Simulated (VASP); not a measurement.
Runs of VASP 6.6.1 on Fe2Pt. The structure is that of space group P-3m1 (No. 164), or close to it. The cells are those of the table. 

| potentials or basis | cell | cutoff (eV) | gap on the mesh (eV) | pressure (GPa) | moment (μB) | largest force (eV/Å) |
| --- | --- | --- | --- | --- | --- | --- |
| VASP PAW PBE potentials, release 64 (Pt, Fe) | a = 2.564, b = 2.564, c = 6.149 Å, angles 90.0, 90.0, 120.0°, 3 atoms | 520 | none | 20.1 | 1.91 | 0.23 |
| VASP PAW PBE potentials, release 64 (Pt, Fe) | a = 2.582, b = 2.582, c = 6.192 Å, angles 90.0, 90.0, 120.0°, 3 atoms | 520 | none | 22.0 | 3.72 | 0.20 |
| VASP PAW PBE potentials, release 64 (Pt_sv_GW, Fe_sv) | a = 2.652, b = 2.652, c = 6.359 Å, angles 90.0, 90.0, 120.0°, 3 atoms | 690 | none | (b) | 5.68 | 0.75 |
| VASP PAW PBE potentials, release 64 (Pt, Fe) | a = 2.600, b = 2.600, c = 6.235 Å, angles 90.0, 90.0, 120.0°, 3 atoms | 520 | none | 26.5 | 5.37 | 0.80 |
| VASP PAW PBE potentials, release 64 (Pt, Fe) | a = 2.635, b = 2.635, c = 6.318 Å, angles 90.0, 90.0, 120.0°, 3 atoms | 520 | none | 15.8 | 5.59 | 0.76 |
| VASP PAW PBE potentials, release 64 (Pt_sv_GW, Fe_sv) | a = 2.669, b = 2.669, c = 6.400 Å, angles 90.0, 90.0, 120.0°, 3 atoms | 690 | none | (a) | 5.74 | 0.70 |
| VASP PAW PBE potentials, release 64 (Pt, Fe) | a = 2.618, b = 2.618, c = 6.277 Å, angles 90.0, 90.0, 120.0°, 3 atoms | 520 | none | 21.0 | 5.49 | 0.78 |

Alike in all rows: task single point; level PBE; spin collinear, ferromagnetic start; k mesh 12 × 12 × 5; smearing fermi-dirac 0.05 eV.

Task: Fill in the values left out.

Result: (a) 6.3; (b) 10.7.

Caveats: spin-orbit coupling is left out, which moves the levels of the heavy elements; the cell stands under pressure (at least some runs); the stress differs along the axes, from 12 to 27 GPa (at least some runs); the stress differs along the axes, from 1 to 16 GPa (at least some runs); the stress differs along the axes, from 15 to 32 GPa (at least some runs); the stress differs along the axes, from 6 to 21 GPa (at least some runs); the stress differs along the axes, from -3 to 11 GPa (at least some runs).

A k mesh can miss the band edges, and the runs leave out spin-orbit coupling on Pt.

A gap of «none» marks levels without a gap at the run's occupations.

The runs don't all hold the same shells in valence.
